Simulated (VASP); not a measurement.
# InP (I-4m2) in VASP: further runs

Runs on InP. Level: PBE. Tasks: single point.

All numbers are computed with VASP 6.6.1; they aren't measurements. Logs are shortened: lines on timing, memory, paths and dates and some standing lists are left out, and cuts for length are marked.

**1. The cell of the first run**

The structure is tetragonal, space group I-4m2 (No. 119). Conventional cell: a = 4.214 Å, b = 4.214 Å, c = 5.871 Å, α = 90.00°, β = 90.00°, γ = 90.00°. Within 3.4 Å of In (site symmetry -4m2) lie 4 P at 2.57 Å. Within 3.4 Å of P (site symmetry -4m2) lie 4 In at 2.57 Å.

**2. Single point, PBE (strain +0.000 along x and y, -0.015 along z)**

File INCAR:

```
PREC = Accurate
ENCUT = 520
EDIFF = 1E-7
ISMEAR = 0
SIGMA = 0.05
LREAL = False
LASPH = True
NELM = 60
ALGO = Normal
ISIF = 2
LWAVE = False
LCHARG = False
GGA = PE
NBANDS = 16
```

File KPOINTS:

```
Automatic mesh
0
Gamma
  10 10 10
```

File POSCAR:

```
InP
1.0
    0.0000000000      2.9800342037      2.9353336906
    2.9800342037      0.0000000000      2.9353336906
    2.9800342037      2.9800342037      0.0000000000
In P
1 1
Direct
    0.0000000000      0.0000000000      0.0000000000
    0.7500000000      0.7500000000      0.7500000000
```

Potentials or basis: VASP PAW PBE potentials, release 64 (In_d, P).

Started as:

```console
$ cat potpaw_PBE.64/In_d/POTCAR potpaw_PBE.64/P/POTCAR > POTCAR
$ mpirun -np 1 vasp_std > vasp.out
```

OUTCAR:

```text
PREC = Accurate
   ENCUT = 520
   EDIFF = 1E-7
   ISMEAR = 0
   LREAL = False
   LASPH = True
   NELM = 60
   ISIF = 2
   GGA = PE

 ion  position               nearest neighbor table
   1  0.000  0.000  0.000-   2 2.57   2 2.57   2 2.57   2 2.57
   2  0.750  0.750  0.750-   1 2.57   1 2.57   1 2.57   1 2.57

  LATTYP: Found a body centered tetragonal cell.
 ALAT       =     4.2144047872
 C/A-ratio  =     1.3930003589

  Lattice vectors:

 A1 = (   0.0000000000,  -2.9800342037,  -2.9353336906)
 A2 = (   0.0000000000,   2.9800342037,  -2.9353336906)
 A3 = (   2.9800342037,   0.0000000000,   2.9353336906)

Analysis of symmetry for initial positions (statically):
=====================================================================
 Subroutine PRICEL returns:
 Original cell was already a primitive cell.

 Routine SETGRP: Setting up the symmetry group for a
 body centered tetragonal supercell.

 Subroutine GETGRP returns: Found  8 space group operations
 (whereof  8 operations were pure point group operations)
 out of a pool of 16 trial point group operations.

The static configuration has the point symmetry D_2d.

Analysis of symmetry for dynamics (positions and initial velocities):
=====================================================================
 Subroutine PRICEL returns:
 Original cell was already a primitive cell.

 Routine SETGRP: Setting up the symmetry group for a
 body centered tetragonal supercell.

 Subroutine GETGRP returns: Found  8 space group operations
 (whereof  8 operations were pure point group operations)
 out of a pool of 16 trial point group operations.

The dynamic configuration has the point symmetry D_2d.

 Subroutine INISYM returns: Found  8 space group operations
 (whereof  8 operations are pure point group operations),
 and found     1 'primitive' translations

----------------------------------------------------------------------------------------

                                     Primitive cell

  volume of cell :      52.1351

  direct lattice vectors                    reciprocal lattice vectors
     0.000000000  2.980034204  2.935333691    -0.167783309  0.167783309  0.170338385
     2.980034204  0.000000000  2.935333691     0.167783309 -0.167783309  0.170338385
     2.980034204  2.980034204  0.000000000     0.167783309  0.167783309 -0.170338385

  length of vectors
[... 74 lines left out ...]
   ISTART =      0    job   : 0-new  1-cont  2-samecut
   ICHARG =      2    charge: 1-file 2-atom 10-const
   ISPIN  =      1    spin polarized calculation?
   LNONCOLLINEAR =      F non collinear calculations
   LSORBIT =      F    spin-orbit coupling
   LASPH  =      T    aspherical Exc in radial PAW
   ENCUT  =  520.0 eV  38.22 Ry    6.18 a.u.   7.78  7.78  7.84*2*pi/ulx,y,z
   NELM   =     60;   NELMIN=  2; NELMDL= -5     # of ELM steps
   EDIFF  = 0.1E-06   stopping-criterion for ELM
   LREAL  =      F    real-space projection
   EDIFFG = 0.1E-05   stopping-criterion for IOM
   NSW    =      0    number of steps for IOM
   IBRION =     -1    ionic relax: 0-MD 1-quasi-New 2-CG
   NFREE  =      0    steps in history (QN), initial steepest desc. (CG)
   ISIF   =      2    stress and relaxation
   ISYM   =      2    0-nonsym 1-usesym 2-fastsym
   POTIM  = 0.5000    time-step for ionic-motion
   TEBEG  =    0.0;   TEEND  =   0.0 temperature during run
   PSTRESS=    0.0 pullay stress
   NELECT =      18.0000    total number of electrons
   NUPDOWN=      -1.0000    fix difference up-down
   EMIN   =  10.00;   EMAX   =-10.00  energy-range for DOS
   EFERMI =   0.00;   METHOD = LEGACY
   ISMEAR =     0;   SIGMA  =   0.05  broadening in eV -4-tet -1-fermi 0-gaus
   EFERMI_NEDOS =   21; number of points for ismear=-14 and -15
   IALGO  =     38    algorithm
   IMIX   =      4    mixing-type and parameters
     AMIX     =   0.40;   BMIX     =  1.00
     AMIX_MAG =   1.60;   BMIX_MAG =  1.00
  volume/ion in A,a.u.               =      26.07       175.91
  Fermi-wavevector in a.u.,A,eV,Ry     =   1.148477  2.170307 17.946080  1.319000
  Thomas-Fermi vector in A             =   2.285152
   LORBIT       =      0    0 simple, 1 ext, 2 COOP (PROOUT), +10 PAW based schemes
   GGA     = PE    functional components
   LHFCALC =     F    Hartree Fock is set to
   AEXX    =    0.0000 exact exchange contribution
   IVDW    =     0    specifies the selected vdW correction
   LEPSILON=     F    determine dielectric tensor
   LRPA    =     F    only Hartree local field effects (RPA)
 non-spin polarized calculation
 Gauss-broadening in eV      SIGMA  =   0.05
  energy-cutoff  :      520.00
  volume of cell :       52.14
 maximum number of plane-waves:      1423
   NGX = 15   NGY = 15   NGZ = 15

 number of electron      18.0000007 magnetization

 Free energy of the ion-electron system (eV)
  ---------------------------------------------------
  ext. energy  EPLUGINS =         0.00000000
  ---------------------------------------------------
  free energy    TOTEN  =        -8.40486177 eV

  energy without entropy =       -8.40486177  energy(sigma->0) =       -8.40486177

 E-fermi :   5.0798     XC(G=0):  -9.1282

 val. band max:        4.8557361250   @ k =   0.0000   0.0000   0.0000
 cond. band min:       5.3299840310   @ k =   0.0000   0.0000   0.0000
 fundamental gap:      0.4742479060
 Fermi energy:         5.0797625182

 k-point     1 :       0.0000    0.0000    0.0000
  band No.  band energies     occupation
      1      -9.3107      2.00000
      2      -9.3107      2.00000
      3      -9.3043      2.00000
      4      -9.1747      2.00000
      5      -9.1722      2.00000
      6      -6.4707      2.00000
[... 433 lines left out ...]
      3      -9.2390      2.00000
      4      -9.2068      2.00000
      5      -9.1472      2.00000
      6      -4.8750      2.00000
[... 8 lines left out ...]
     15      15.3259      0.00000
     16      17.3629      0.00000

 [... further k-points ...]
[... 5 lines left out ...]
  --------------------------------------------------------------------------------------
  -------------------------------------------------------------------------------------
  Total        0.2146994      0.2146994      0.4096699      0.0000000     -0.0000000      0.0000000
  in kB        6.5979866      6.5979866     12.5896794      0.0000000     -0.0000000      0.0000000
  external PRESSURE =       8.5952175 kB  Pullay stress =       0.0000000 kB

 VOLUME and BASIS-vectors are now :
 -----------------------------------------------------------------------------
  energy-cutoff  :      520.00
  volume of cell :       52.14
      direct lattice vectors                 reciprocal lattice vectors
     0.000000000  2.980034204  2.935333691    -0.167783309  0.167783309  0.170338385
     2.980034204  0.000000000  2.935333691     0.167783309 -0.167783309  0.170338385
     2.980034204  2.980034204  0.000000000     0.167783309  0.167783309 -0.170338385

 POSITION                                       TOTAL-FORCE (eV/Angst)
 -----------------------------------------------------------------------------------
      0.00000      0.00000      0.00000        -0.000000     -0.000000     -0.000000
      4.47005      4.47005      4.40300         0.000000      0.000000      0.000000
 -----------------------------------------------------------------------------------
    total drift:                                0.000000      0.000000      0.000000

  FREE ENERGIE OF THE ION-ELECTRON SYSTEM (eV)
  ---------------------------------------------------
  free  energy   TOTEN  =        -8.4048617689 eV

  energy  without entropy=       -8.4048617689  energy(sigma->0) =       -8.40486177
```

stdout:

```text
POSCAR found type information on POSCAR InP
 POSCAR found :  2 types and       2 ions
 scaLAPACK will be used
 LDA part: xc-table for (Slater+PW92), standard interpolation
 POSCAR, INCAR and KPOINTS ok, starting setup
 FFT: planning ... GRIDC
 FFT: planning ... GRID_SOFT
 FFT: planning ... GRID
 WAVECAR not read
 entering main loop
```

Run time: 32 s. Hardware: 1 thread of Intel Xeon 6975P-C (Granite Rapids), shared host; peak memory 0.22 GiB.

Results:

```yaml
Free_energy: -8.4049 eV
Pressure: 0.9 GPa
Band_gap_on_the_k_mesh: 0.47 eV, direct
```

Levels at points of the mesh, in eV from the valence-band top:
```csv
k point,band 7,band 8,band 9,band 10,band 11,band 12
"(0.00, 0.00, 0.00)",-0.07,-0.07,0.00,0.47,4.03,4.06
"(0.50, 0.00, 0.00)",-5.59,-1.01,-0.92,1.37,4.71,4.82
"(0.50, 0.50, 0.00)",-5.58,-2.30,-2.30,1.73,2.13,9.04
"(0.50, 0.00, 0.50)",-5.67,-2.22,-2.22,1.80,2.27,8.90
```

Caveat: the cell differs from its parent crystal (strain +0.000 along x and y, -0.015 along z); spin-orbit coupling is left out, which moves the levels of the heavy elements.

**3. Single point, PBE (strain -0.015 along x and y, +0.015 along z)**

File INCAR:

```
SYSTEM = InP
ALGO = Normal ; EDIFF = 1E-6
ENCUT = 520 ; GGA = PE
ISIF = 2 ; ISMEAR = 0
LASPH = .True. ; LCHARG = .True.
LELF = .True. ; LREAL = .False.
LVHAR = .True. ; LWAVE = .False.
NBANDS = 16 ; NELM = 60
PREC = Accurate ; SIGMA = 0.05
```

File KPOINTS:

```
k-points
0
Gamma
  10 10 10
  0 0 0
```

File POSCAR:

```
InP
1.0
    0.0000000000      2.9353336906      3.0247347168
    2.9353336906      0.0000000000      3.0247347168
    2.9353336906      2.9353336906      0.0000000000
In P
1 1
Direct
    0.0000000000      0.0000000000      0.0000000000
    0.7500000000      0.7500000000      0.7500000000
```

Potentials or basis: VASP PAW PBE potentials, release 64 (In_d, P).

Started as:

```console
$ cat potpaw_PBE.64/In_d/POTCAR potpaw_PBE.64/P/POTCAR > POTCAR
$ mpirun -np 1 vasp_std > vasp.out
```

Run time: 30 s. Hardware: 1 thread of Intel Xeon 6975P-C (Granite Rapids), shared host; peak memory 0.22 GiB.

Results (log left out):

- Free energy: -8.4016 eV
- Pressure: 0.9 GPa
- Band gap on the k mesh: 0.47 eV, direct

Stress tensor (GPa, compression positive):
```
 1.29  0.00  0.00
 0.00  1.29  0.00
 0.00  0.00 -0.01
```

Levels at points of the mesh, in eV from the valence-band top:
| k point | band 7 | band 8 | band 9 | band 10 | band 11 | band 12 |
| --- | --- | --- | --- | --- | --- | --- |
| (0.00, 0.00, 0.00) | -0.14 | 0.00 | 0.00 | 0.47 | 4.03 | 4.03 |
| (0.50, 0.00, 0.00) | -5.59 | -1.06 | -0.87 | 1.36 | 4.68 | 4.86 |
| (0.50, 0.50, 0.00) | -5.76 | -2.14 | -2.14 | 1.88 | 2.40 | 8.76 |
| (0.50, 0.00, 0.50) | -5.59 | -2.31 | -2.30 | 1.72 | 2.13 | 9.03 |

Caveat: the cell differs from its parent crystal (strain -0.015 along x and y, +0.015 along z); spin-orbit coupling is left out, which moves the levels of the heavy elements.

**4. Single point, PBE (strain -0.015 along x and y, +0.030 along z)**

File INCAR:

```
ALGO = Normal ; EDIFF = 1E-6
ENCUT = 520 ; GGA = PE
ISIF = 2 ; ISMEAR = 0
LASPH = True ; LCHARG = True
LELF = True ; LREAL = False
LVHAR = True ; LWAVE = False
NBANDS = 16 ; NELM = 60
PREC = Accurate ; SIGMA = 0.05
```

File KPOINTS:

```
k-points
0
Gamma
  10 10 10
```

File POSCAR:

```
InP
1.0
    0.0000000000      2.9353336906      3.0694352298
    2.9353336906      0.0000000000      3.0694352298
    2.9353336906      2.9353336906      0.0000000000
In P
1 1
Direct
    0.0000000000      0.0000000000      0.0000000000
    0.7500000000      0.7500000000      0.7500000000
```

Started as:

```console
$ cat potpaw_PBE.64/In_d/POTCAR potpaw_PBE.64/P/POTCAR > POTCAR
$ mpirun -np 1 vasp_std > vasp.out
```

It took 29 s on 1 thread of Intel Xeon 6975P-C (Granite Rapids), shared host; peak memory 0.22 GiB.

It converged, with:

- Free energy: -8.3985 eV
- Pressure: -0.1 GPa
- Band gap on the k mesh: 0.36 eV, direct

Stress tensor (GPa, compression positive):
```
 0.60  0.00  0.00
 0.00  0.60  0.00
 0.00  0.00 -1.40
```

Levels at points of the mesh, in eV from the valence-band top:
```csv
k point,band 6,band 7,band 8,band 9,band 10,band 11,band 12,band 13
"(0.00, 0.00, 0.00)",-11.26,-0.22,0.00,0.00,0.36,4.01,4.01,4.08
"(0.50, 0.00, 0.00)",-9.69,-5.54,-1.11,-0.83,1.28,4.62,4.88,6.93
"(0.50, 0.50, 0.00)",-9.19,-5.78,-2.06,-2.06,1.93,2.45,8.56,9.21
"(0.50, 0.00, 0.50)",-9.05,-5.52,-2.31,-2.29,1.70,2.07,8.95,8.98
```

Caveat: the cell differs from its parent crystal (strain -0.015 along x and y, +0.030 along z); spin-orbit coupling is left out, which moves the levels of the heavy elements.

**5. Single point, PBE (strain +0.000 along x and y, +0.015 along z)**

File INCAR:

```
SYSTEM = InP
PREC = Accurate
ENCUT = 520
EDIFF = 1E-6
ISMEAR = 0
SIGMA = 0.05
LREAL = .False.
LASPH = .True.
NELM = 60
ALGO = Normal
ISIF = 2
LWAVE = .False.
LCHARG = .False.
GGA = PE
NBANDS = 16
```

File KPOINTS:

```
Automatic mesh
0
Gamma
  10 10 10
  0 0 0
```

File POSCAR:

```
InP
1.0
    0.0000000000      2.9800342037      3.0247347168
    2.9800342037      0.0000000000      3.0247347168
    2.9800342037      2.9800342037      0.0000000000
In P
1 1
Direct
    0.0000000000      0.0000000000      0.0000000000
    0.7500000000      0.7500000000      0.7500000000
```

Started as:

```console
$ cat potpaw_PBE.64/In_d/POTCAR potpaw_PBE.64/P/POTCAR > POTCAR
$ mpirun -np 1 vasp_std > vasp.out
```

Run time: 28 s. Hardware: 1 thread of Intel Xeon 6975P-C (Granite Rapids), shared host; peak memory 0.22 GiB.

The run converged. Its results:

```yaml
Free_energy: -8.4047 eV
Pressure: -0.9 GPa
Band_gap_on_the_k_mesh: 0.33 eV, direct
```

Stress tensor (GPa, compression positive):
```
-0.71  0.00  0.00
 0.00 -0.71  0.00
 0.00  0.00 -1.35
```

Levels at points of the mesh, in eV from the valence-band top:
```csv
k point,band 7,band 8,band 9,band 10,band 11,band 12
"(0.00, 0.00, 0.00)",-0.07,0.00,0.00,0.33,4.06,4.06
"(0.50, 0.00, 0.00)",-5.42,-0.95,-0.86,1.32,4.73,4.82
"(0.50, 0.50, 0.00)",-5.56,-2.08,-2.08,1.90,2.32,8.71
"(0.50, 0.00, 0.50)",-5.47,-2.16,-2.15,1.82,2.19,8.84
```

Caveat: the cell differs from its parent crystal (strain +0.000 along x and y, +0.015 along z); spin-orbit coupling is left out, which moves the levels of the heavy elements.

**6. Overview**

| cell | gap on the mesh (eV) | pressure (GPa) |
| --- | --- | --- |
| a = 4.183, b = 4.183, c = 4.214 Å, angles 59.8, 59.8, 60.5°, 2 atoms | 0.47 | 0.9 |
| a = 4.215, b = 4.215, c = 4.151 Å, angles 60.5, 60.5, 59.0°, 2 atoms | 0.47 | 0.9 |
| a = 4.247, b = 4.247, c = 4.151 Å, angles 60.7, 60.7, 58.5°, 2 atoms | 0.36 | -0.1 |
| a = 4.246, b = 4.246, c = 4.214 Å, angles 60.2, 60.2, 59.5°, 2 atoms | 0.33 | -0.9 |

Alike in all rows: task single point; level PBE; potentials or basis VASP PAW PBE potentials, release 64 (In_d, P); no spin polarisation; k mesh 10 × 10 × 10; cutoff (eV) 520; smearing gaussian 0.05 eV.

Caveats: spin-orbit coupling is left out, which moves the levels of the heavy elements.

Total energies depend on the potentials used, so only differences within one code and one set of settings carry meaning.
